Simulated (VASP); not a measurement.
Se, 6 atoms in the cell. It takes space group P4_2/mmc (No. 131, tetragonal). Conventional cell: a = 5.576 Å, b = 5.576 Å, c = 5.224 Å, α = 90.00°, β = 90.00°, γ = 90.00°. Within 3.4 Å of Se (site symmetry -4m2) lie 10 Se at 2.61 to 3.28 Å. Se (site symmetry m2m) has 1 Se at 2.27 Å within 3.0 Å. 

| Quantity | Value |
| --- | --- |
| Program | VASP 6.6.1 |
| Task | relaxation of cell and atoms |
| Functional | PBE |
| Potentials or basis | VASP PAW PBE potentials, release 64 (Se) |
| Cutoff | 600 eV |
| k mesh | 8 × 8 × 8 |
| Occupations | gaussian, width 0.1 eV |
| Spin | no spin polarisation |
| Dipole correction | no |
| Further INCAR settings | ALGO = Normal; EDIFF = 1e-06; IBRION = 2; EDIFFG = -0.01; NSW = 100; ISIF = 3 |

Potentials or basis: VASP PAW PBE potentials, release 64 (Se).

Launch:

```sh
$ cat potpaw_PBE.64/Se/POTCAR > POTCAR
$ mpirun -np 1 vasp_std > vasp.out
```

Hardware: 1 thread of Intel(R) Xeon(R) Platinum 8259CL CPU @ 2.50GHz (Skylake/Cascade Lake) (shared host).

Estimate the wall time of this run.

It took 38 min on 1 thread of Intel(R) Xeon(R) Platinum 8259CL CPU @ 2.50GHz (Skylake/Cascade Lake) (shared host), peak memory 0.47 GiB. Counts: scf iterations 95, k points 75, ion steps 12.
